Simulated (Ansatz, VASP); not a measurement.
## One calculation of Sr, two programs

```
Sr
1.0
    -2.42500    2.42500    2.42500
     2.42500   -2.42500    2.42500
     2.42500    2.42500   -2.42500
Sr
1
Direct
  0.00000 0.00000 0.00000
```

Alike in both runs: task single point; functional r2SCAN; k mesh 16 × 16 × 16; occupations gaussian, width 0.15 eV; no spin polarisation.

```csv
,VASP,Ansatz
version,VASP 6.6.1,Ansatz 0.2.0
potentials or method,"VASP PAW PBE potentials, release 64 (Sr_sv), cutoff 520 eV","scalar-relativistic, plane waves, PAW"
valence electrons in the cell,10,10
```

|  | VASP | Ansatz | Ansatz less VASP |
| --- | --- | --- | --- |
| gap on the k mesh at the Fermi level (eV) | none | none | - |
| pressure (GPa) | -0.2 | -0.2 | -0.01 |

VASP's potentials were made for PBE, not for r2SCAN. A gap of «none» marks a metal or a gap that the smearing closes. The functional is the same, so the differences come from potentials, cutoffs and numerics.
